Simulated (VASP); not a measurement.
Cr3N, 4 atoms in the cell. Symmetry: P4/mmm, No. 123, tetragonal system. The conventional cell has a = 4.196 Å, b = 4.196 Å, c = 2.486 Å, α = 90.00°, β = 90.00°, γ = 90.00°. Cr (site symmetry 4/mmm) has 6 Cr at 2.10 to 2.49 Å within 2.8 Å. Cr (site symmetry mmm) has 4 Cr at 2.10 to 2.49 Å and 4 N at 2.44 Å within 2.8 Å. Within 3.3 Å of N (site symmetry 4/mmm) lie 16 Cr at 2.44 to 3.22 Å and 2 N at 2.49 Å. The cell was generated, and may not be a known phase.

```yaml
Program: VASP 6.6.1
Task: single point
Functional: PBE
Potentials_or_basis: VASP PAW PBE potentials, release 64 (Cr_pv, N)
Cutoff: 520 eV
k_mesh: 4 × 4 × 6
Occupations: gaussian, width 0.1 eV
Spin: collinear spin, ferromagnetic start
Starting_moments: "[3.0, 3.0, 3.0, 0.0] μB"
Dipole_correction: no
Further_INCAR_settings: ALGO = Normal; EDIFF = 1e-07; NBANDS = 32
```

Potentials or basis: VASP PAW PBE potentials, release 64 (Cr_pv, N).

The run is started by

```bash
$ cat potpaw_PBE.64/Cr_pv/POTCAR potpaw_PBE.64/N/POTCAR > POTCAR
$ mpirun -np 1 vasp_std > vasp.out
```

Hardware: 1 thread of Intel(R) Xeon(R) Platinum 8488C (Sapphire Rapids), on a shared host.

Problem. How long does it take, and how much memory?

Solution. Wall time 110 s on 1 thread of Intel(R) Xeon(R) Platinum 8488C (Sapphire Rapids), with other jobs on the host, peak memory 0.19 GiB. Counts: scf iterations 37, k points 24.
